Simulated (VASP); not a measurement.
# InSe (R3m) in VASP: single point with PBE+D3(BJ)

Aim: the single point of InSe with PBE+D3(BJ).

Everything below comes from runs of VASP 6.6.1. Logs are shortened: lines on timing, memory, paths and dates and some standing lists are left out, and cuts for length are marked.

**What was measured.**

“The Interaction of Hydrogen with the van der Waals Crystal γ-InSe”, 2020, pmc:7321205 reports, for a bulk crystal of InSe at 300 K: band gap 1.25 eV.

How close the calculation comes is told below.

## Step 1: The cell of the first run

It takes space group R3m (No. 160, trigonal). The conventional cell has a = 4.037 Å, b = 4.037 Å, c = 24.905 Å, α = 90.00°, β = 90.00°, γ = 120.00°. In (site symmetry 3m) has 3 Se at 2.66 Å and 1 In at 2.79 Å within 3.5 Å. Within 3.5 Å of In (site symmetry 3m) lie 3 Se at 2.66 Å and 1 In at 2.79 Å. Se (site symmetry 3m) has 3 In at 2.66 Å within 3.5 Å. Within 3.5 Å of Se (site symmetry 3m) lie 3 In at 2.66 Å.

## Step 2: Single point, PBE+D3(BJ)

INCAR

```
  ALGO = Normal
  EDIFF = 1E-6
  ENCUT = 520
  GGA = PE
  ISIF = 2
  ISMEAR = 0
  IVDW = 12
  LASPH = T
  LCHARG = F
  LREAL = F
  LUSENCCL = F
  LWAVE = F
  NBANDS = 27
  NELM = 60
  PREC = Accurate
  SIGMA = 0.02
```

KPOINTS

```
k-points
0
Gamma
  12 12 12
```

POSCAR

```
InSe
1.0
    2.0182751035      1.1652516743      8.3016155223
   -2.0182751035      1.1652516743      8.3016155223
    0.0000000000     -2.3305033486      8.3016155223
In Se
2 2
Direct
    0.0000370618      0.0000370618      0.0000370618
    0.1121871604      0.1121871604      0.1121871604
    0.6151287418      0.6151287418      0.6151287418
    0.8303470359      0.8303470359      0.8303470359
```

Potentials or basis: VASP PAW PBE potentials, release 64 (In_d, Se).

Launch:

```
$ cat potpaw_PBE.64/In_d/POTCAR potpaw_PBE.64/Se/POTCAR > POTCAR
$ mpirun -np 1 vasp_std > vasp.out
```

OUTCAR:

```text
EDIFF = 1E-6
   ENCUT = 520
   GGA = PE
   ISIF = 2
   ISMEAR = 0
   IVDW = 12
   LASPH = T
   LREAL = F
   NELM = 60
   PREC = Accurate
 IVDW          = 12

 ion  position               nearest neighbor table
   1  0.000  0.000  0.000-   3 2.66   3 2.66   3 2.66   2 2.79
   2  0.112  0.112  0.112-   4 2.66   4 2.66   4 2.66   1 2.79
   3  0.615  0.615  0.615-   1 2.66   1 2.66   1 2.66
   4  0.830  0.830  0.830-   2 2.66   2 2.66   2 2.66

  LATTYP: Found a trigonal (rhomboedric) cell.
 ALAT       =     8.6225324666
 COS(alpha) =     0.8904225865

  Lattice vectors:

 A1 = (   2.0182751035,   1.1652516743,   8.3016155223)
 A2 = (  -2.0182751035,   1.1652516743,   8.3016155223)
 A3 = (   0.0000000000,  -2.3305033486,   8.3016155223)

Analysis of symmetry for initial positions (statically):
=====================================================================
 Subroutine PRICEL returns:
 Original cell was already a primitive cell.

 Routine SETGRP: Setting up the symmetry group for a
 trigonal (rhombohedral) supercell.

 Subroutine GETGRP returns: Found  6 space group operations
 (whereof  6 operations were pure point group operations)
 out of a pool of 12 trial point group operations.

The static configuration has the point symmetry C_3v.

Analysis of symmetry for dynamics (positions and initial velocities):
=====================================================================
 Subroutine PRICEL returns:
 Original cell was already a primitive cell.

 Routine SETGRP: Setting up the symmetry group for a
 trigonal (rhombohedral) supercell.

 Subroutine GETGRP returns: Found  6 space group operations
 (whereof  6 operations were pure point group operations)
 out of a pool of 12 trial point group operations.

The dynamic configuration has the point symmetry C_3v.

 Subroutine INISYM returns: Found  6 space group operations
 (whereof  6 operations are pure point group operations),
 and found     1 'primitive' translations

----------------------------------------------------------------------------------------

                                     Primitive cell

  volume of cell :     117.1424

  direct lattice vectors                    reciprocal lattice vectors
     2.018275104  1.165251674  8.301615522     0.247736297  0.143030618  0.040152827
    -2.018275104  1.165251674  8.301615522    -0.247736297  0.143030618  0.040152827
     0.000000000 -2.330503349  8.301615522     0.000000000 -0.286061235  0.040152827

  length of vectors
     8.622532467  8.622532467  8.622532467     0.288865505  0.288865505  0.288865505

  position of ions in fractional coordinates (direct lattice)
     0.000037062  0.000037062  0.000037062
     0.112187160  0.112187160  0.112187160
     0.615128742  0.615128742  0.615128742
     0.830347036  0.830347036  0.830347036

  ion indices of the primitive-cell ions
   primitive index   ion index
                 1           1
                 2           2
                 3           3
                 4           4

----------------------------------------------------------------------------------------

 KPOINTS: k-points

Automatic generation of k-mesh.
 Grid dimensions read from file:
 generate k-points for:   12   12   12

 Generating k-lattice:

  Cartesian coordinates                     Fractional coordinates (reciprocal lattice)
     0.020644691  0.011919218  0.003346069     0.083333333 -0.000000000  0.000000000
    -0.020644691  0.011919218  0.003346069    -0.000000000  0.083333333  0.000000000
     0.000000000 -0.023838436  0.003346069     0.000000000  0.000000000  0.083333333

  Length of vectors
     0.024072125  0.024072125  0.024072125

  Shift w.r.t. Gamma in fractional coordinates (k-lattice)
     0.000000000  0.000000000  0.000000000

 Subroutine IBZKPT returns following result:
 ===========================================

 Found    189 irreducible k-points:

 Following reciprocal coordinates:
            Coordinates               Weight
  0.000000  0.000000  0.000000      1.000000
  0.083333  0.000000  0.000000      6.000000
  0.166667  0.000000  0.000000      6.000000
  0.250000  0.000000  0.000000      6.000000
  0.333333  0.000000  0.000000      6.000000
  0.416667  0.000000  0.000000      6.000000
[... 16 lines left out ...]
  0.500000  0.166667  0.000000     12.000000
 -0.416667  0.166667  0.000000     12.000000
 [... further k-points ...]
   k-points           NKPTS =    189   k-points in BZ     NKDIM =    189   number of bands    NBANDS=     27
   number of dos      NEDOS =    301   number of ions     NIONS =      4
   total plane-waves  NPLWV = 262144
   dimension x,y,z NGX =    64 NGY =   64 NGZ =   64
   dimension x,y,z NGXF=   128 NGYF=  128 NGZF=  128
   ions per type =               2   2
   NGX,Y,Z   is equivalent  to a cutoff of  12.34, 12.34, 12.34 a.u.
   NGXF,Y,Z  is equivalent  to a cutoff of  24.68, 24.68, 24.68 a.u.
 SYSTEM =  unknown system
   PREC   = accura    normal or accurate (medium, high low for compatibility)
   ISTART =      0    job   : 0-new  1-cont  2-samecut
   ICHARG =      2    charge: 1-file 2-atom 10-const
   ISPIN  =      1    spin polarized calculation?
   LNONCOLLINEAR =      F non collinear calculations
   LSORBIT =      F    spin-orbit coupling
   LASPH  =      T    aspherical Exc in radial PAW
   ENCUT  =  520.0 eV  38.22 Ry    6.18 a.u.  16.03 16.03 16.03*2*pi/ulx,y,z
   NELM   =     60;   NELMIN=  2; NELMDL= -5     # of ELM steps
   EDIFF  = 0.1E-05   stopping-criterion for ELM
   LREAL  =      F    real-space projection
   EDIFFG = 0.1E-04   stopping-criterion for IOM
   NSW    =      0    number of steps for IOM
   IBRION =     -1    ionic relax: 0-MD 1-quasi-New 2-CG
   NFREE  =      0    steps in history (QN), initial steepest desc. (CG)
   ISIF   =      2    stress and relaxation
   ISYM   =      2    0-nonsym 1-usesym 2-fastsym
   POTIM  = 0.5000    time-step for ionic-motion
   TEBEG  =    0.0;   TEEND  =   0.0 temperature during run
   PSTRESS=    0.0 pullay stress
   NELECT =      38.0000    total number of electrons
   NUPDOWN=      -1.0000    fix difference up-down
   EMIN   =  10.00;   EMAX   =-10.00  energy-range for DOS
   EFERMI =   0.00;   METHOD = LEGACY
   ISMEAR =     0;   SIGMA  =   0.02  broadening in eV -4-tet -1-fermi 0-gaus
   EFERMI_NEDOS =   21; number of points for ismear=-14 and -15
   IALGO  =     38    algorithm
   IMIX   =      4    mixing-type and parameters
     AMIX     =   0.40;   BMIX     =  1.00
     AMIX_MAG =   1.60;   BMIX_MAG =  1.00
  volume/ion in A,a.u.               =      29.29       197.63
  Fermi-wavevector in a.u.,A,eV,Ry     =   1.124859  2.125675 17.215554  1.265308
  Thomas-Fermi vector in A             =   2.261533
   LORBIT       =      0    0 simple, 1 ext, 2 COOP (PROOUT), +10 PAW based schemes
   GGA     = PE    functional components
   LHFCALC =     F    Hartree Fock is set to
   AEXX    =    0.0000 exact exchange contribution
   IVDW    =    12    specifies the selected vdW correction
   LEPSILON=     F    determine dielectric tensor
   LRPA    =     F    only Hartree local field effects (RPA)
 non-spin polarized calculation
 Gauss-broadening in eV      SIGMA  =   0.02
  energy-cutoff  :      520.00
  volume of cell :      117.14
 maximum number of plane-waves:      3182
   NGX = 33   NGY = 33   NGZ = 33

 number of electron      37.9999996 magnetization

 Free energy of the ion-electron system (eV)
  ---------------------------------------------------
  ext. energy  EPLUGINS =         0.00000000
  ---------------------------------------------------
  free energy    TOTEN  =       -14.15549132 eV

  energy without entropy =      -14.15549132  energy(sigma->0) =      -14.15549132

 E-fermi :   4.2856     XC(G=0):  -8.9177

 val. band max:        4.1437325330   @ k =   0.5000   0.5000   0.5000
 cond. band min:       4.4294884173   @ k =   0.5000   0.5000   0.5000
 fundamental gap:      0.2857558843
 Fermi energy:         4.2856464631

 k-point     1 :       0.0000    0.0000    0.0000
  band No.  band energies     occupation
      1     -10.7040      2.00000
      2     -10.5178      2.00000
      3     -10.5178      2.00000
      4     -10.4342      2.00000
      5     -10.4342      2.00000
      6     -10.4267      2.00000
[... 19 lines left out ...]
     26       9.5101      0.00000
     27      11.5852      0.00000

 k-point     2 :       0.0833    0.0000    0.0000
  band No.  band energies     occupation
      1     -10.7037      2.00000
      2     -10.5441      2.00000
      3     -10.5168      2.00000
      4     -10.4596      2.00000
      5     -10.4294      2.00000
      6     -10.4286      2.00000
[... 19 lines left out ...]
     26       9.6717      0.00000
     27      11.6551      0.00000

 k-point     3 :       0.1667    0.0000    0.0000
  band No.  band energies     occupation
      1     -10.7069      2.00000
      2     -10.6002      2.00000
      3     -10.5213      2.00000
      4     -10.5149      2.00000
      5     -10.4335      2.00000
      6     -10.4165      2.00000
[... 19 lines left out ...]
     26      10.0529      0.00000
     27      10.9584      0.00000

 k-point     4 :       0.2500    0.0000    0.0000
  band No.  band energies     occupation
      1     -10.7307      2.00000
      2     -10.6402      2.00000
      3     -10.5922      2.00000
      4     -10.5140      2.00000
      5     -10.4402      2.00000
      6     -10.3988      2.00000
[... 19 lines left out ...]
     26      10.5013      0.00000
     27      10.7886      0.00000
[... 516 lines left out ...]
      4     -10.5227      2.00000
      5     -10.4395      2.00000
      6     -10.3848      2.00000
[... 19 lines left out ...]
     26      10.7785      0.00000
     27      11.0944      0.00000

 k-point    23 :       0.5000    0.1667    0.0000
  band No.  band energies     occupation
      1     -10.8062      2.00000
      2     -10.7013      2.00000
      3     -10.6468      2.00000
      4     -10.5262      2.00000
      5     -10.4406      2.00000
      6     -10.3769      2.00000
[... 19 lines left out ...]
     26      10.9869      0.00000
     27      11.5908      0.00000

 k-point    24 :      -0.4167    0.1667    0.0000
  band No.  band energies     occupation
      1     -10.8162      2.00000
      2     -10.7112      2.00000
      3     -10.6460      2.00000
      4     -10.5276      2.00000
      5     -10.4410      2.00000
      6     -10.3741      2.00000
[... 19 lines left out ...]
     26      11.1225      0.00000
     27      11.8164      0.00000

 [... further k-points ...]

------------------------ aborting loop because EDIFF is reached ----------------------------------------

 Edisp (eV)   -1.19918

 E8    (eV) :    -0.5500

  FORCE on cell =-STRESS in cart. coord.  units (eV):
  Direction    XX          YY          ZZ          XY          YZ          ZX
  --------------------------------------------------------------------------------------
  -------------------------------------------------------------------------------------
  Total       0.03683     0.03683     0.03325     0.00000     0.00000     0.00000
  in kB       0.50372     0.50372     0.45479     0.00000     0.00000     0.00000
  external pressure =        0.49 kB  Pullay stress =        0.00 kB

 VOLUME and BASIS-vectors are now :
 -----------------------------------------------------------------------------
  energy-cutoff  :      520.00
  volume of cell :      117.14
      direct lattice vectors                 reciprocal lattice vectors
     2.018275104  1.165251674  8.301615522     0.247736297  0.143030618  0.040152827
    -2.018275104  1.165251674  8.301615522    -0.247736297  0.143030618  0.040152827
     0.000000000 -2.330503349  8.301615522     0.000000000 -0.286061235  0.040152827

 POSITION                                       TOTAL-FORCE (eV/Angst)
 -----------------------------------------------------------------------------------
      0.00000      0.00000      0.00092         0.000000      0.000000      0.013152
      0.00000      0.00000      2.79400         0.000000      0.000000     -0.013099
      0.00000      0.00000     15.31969         0.000000      0.000000     -0.014291
      0.00000      0.00000     20.67967         0.000000      0.000000      0.014237
 -----------------------------------------------------------------------------------
    total drift:                                0.000000      0.000000     -0.000154

  FREE ENERGIE OF THE ION-ELECTRON SYSTEM (eV)
  ---------------------------------------------------
  free  energy   TOTEN  =       -15.3546683462 eV

  energy  without entropy=      -15.3546683462  energy(sigma->0) =      -15.35466835
```

It took 7.1 min on 1 × NVIDIA H100 80GB with 1 thread of Intel Xeon Platinum 8481C at 2.70GHz (Sapphire Rapids), shared host; peak memory 1.8 GiB.

Results:

```yaml
Free_energy: -15.3547 eV
Pressure: 0.0 GPa
Largest_force: 0.014 eV/Å
Band_gap_on_the_k_mesh: 0.29 eV
Dispersion_energy_per_atom: -0.300 eV
```

Forces on the atoms (eV/Å):
```
In   0.000  0.000  0.013
In   0.000  0.000 -0.013
Se   0.000  0.000 -0.014
Se   0.000  0.000  0.014
```

Caveat: spin-orbit coupling is left out, which moves the levels of the heavy elements.

## Step 3: Against experiment

Step 2. Measured gap of InSe: 1.25 eV (300 K; “The Interaction of Hydrogen with the van der Waals Crystal γ-InSe”, 2020, pmc:7321205). This calculation gives 0.29 eV (-0.96 eV). Spin-orbit coupling on In, Se is left out. The value is that of PBE+D3(BJ) on a finite k mesh, which can miss the band edges, without temperature or zero-point motion. Semilocal functionals fall short of measured gaps as a rule.
